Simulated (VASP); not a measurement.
Set up this calculation in VASP 6.6.1, as the native input.

```
Task                   : single point
Functional             : PBE
Potentials or basis    : VASP PAW PBE potentials, release 64 (In_d, P)
Cutoff                 : 520 eV
k mesh                 : 1 × 1 × 24
Occupations            : gaussian, width 0.05 eV
Spin                   : collinear spin
Starting moments       : [0.5, 0.5] μB
Dipole correction      : no
Further INCAR settings : ALGO = Normal; EDIFF = 1e-07; NBANDS = 20
```

The structure of InP lies in POSCAR:

```
InP
1.0
   11.2000000000      0.0000000000      0.0000000000
    0.0000000000      9.3000000000      0.0000000000
    0.0000000000      0.0000000000      2.7139926076
In P
1 1
Direct
    0.3975772889      0.5000000000      0.0000000000
    0.6024227111      0.5000000000      0.5000000000
```

These files were run (other wordings do the same):

INCAR

```
SYSTEM = InP
PREC = Accurate
ENCUT = 520
EDIFF = 1E-7
ISMEAR = 0
SIGMA = 0.05
LREAL = .False.
LASPH = .True.
NELM = 150
ALGO = Normal
ISIF = 2
LWAVE = .False.
LCHARG = .True.
ISPIN = 2
MAGMOM = 0.5 0.5
LORBIT = 11
GGA = PE
LELF = .True.
LVHAR = .True.
NBANDS = 20
```

KPOINTS

```
Automatic mesh
0
Gamma
  1 1 24
  0 0 0
```

Potentials or basis: VASP PAW PBE potentials, release 64 (In_d, P).

The run is started by

```console
$ cat potpaw_PBE.64/In_d/POTCAR potpaw_PBE.64/P/POTCAR > POTCAR
$ mpirun -np 1 vasp_std > vasp.out
```

It gave:

* Largest force: 0.006 eV/Å
* Net moment: 0.06 μB per cell
* Site moments: In +0.00; P +0.02 μB
* Valence electrons inside the program's atomic spheres: In 11.43; P 2.37

It took 110 s on 1 thread of Intel(R) Xeon(R) 6975P-C (Granite Rapids) (shared host), peak memory 0.46 GiB.
